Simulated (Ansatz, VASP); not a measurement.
**Two plane-wave programs on Se**

INCAR

```
  PREC = Accurate
  ENCUT = 520
  EDIFF = 1E-6
  ISMEAR = -1
  SIGMA = 0.08
  LREAL = False
  LASPH = True
  NELM = 100
  ALGO = Normal
  ISIF = 2
  LWAVE = False
  LCHARG = False
  NBANDS = 9
```

Contents of KPOINTS:

```
Automatic mesh
0
Gamma
  15 15 15
```

The input POSCAR:

```
Se
1.0
   -1.6230237048      1.6230237048      1.6230237048
    1.6230237048     -1.6230237048      1.6230237048
    1.6230237048      1.6230237048     -1.6230237048
Se
1
Direct
    0.0000000000      0.0000000000      0.0000000000
```

Input for Ansatz:

```yaml
crystal:
  lattice:
    - [-1.6230237048, 1.6230237048, 1.6230237048]
    - [1.6230237048, -1.6230237048, 1.6230237048]
    - [1.6230237048, 1.6230237048, -1.6230237048]
  atoms:
    - { symbol: Se, position: [0.0, 0.0, 0.0] }
kpoints:
  mp_grid: { grid: [15, 15, 15] }
scf:
  occupations: { method: fermi_dirac, width: 0.08 }
hamiltonian:
  xc: lda
  pseudopotentials: { kind: paw }
output:
  forces: true
  stress: true
  eigenvalues: true
  populations: true
```

Change from the starting cell: volume scaled by 0.9, PAW files.

Alike in both runs: task single point; functional LDA; k mesh 15 × 15 × 15; occupations fermi-dirac, width 0.08 eV; no spin polarisation.

|  | VASP | Ansatz |
| --- | --- | --- |
| version | VASP 6.6.1 | Ansatz 0.2.0 |
| potentials or method | VASP PAW LDA potentials, release 64 (Se) | PAW with Ansatz's default frozen-core files, scalar-relativistic |
| plane-wave cutoff (eV) | 520 | 420 |
| valence electrons in the cell | 6 | 16 |

|  | VASP | Ansatz | Ansatz less VASP |
| --- | --- | --- | --- |
| pressure (GPa) | 12.0 | 11.7 | -0.29 |

LDA's correlation is that of Perdew and Zunger in VASP and of Perdew and Wang (1992) in Ansatz. VASP's potentials hold 6 valence electrons a cell and Ansatz's 16, so a difference there can come from the potentials and not from the codes.
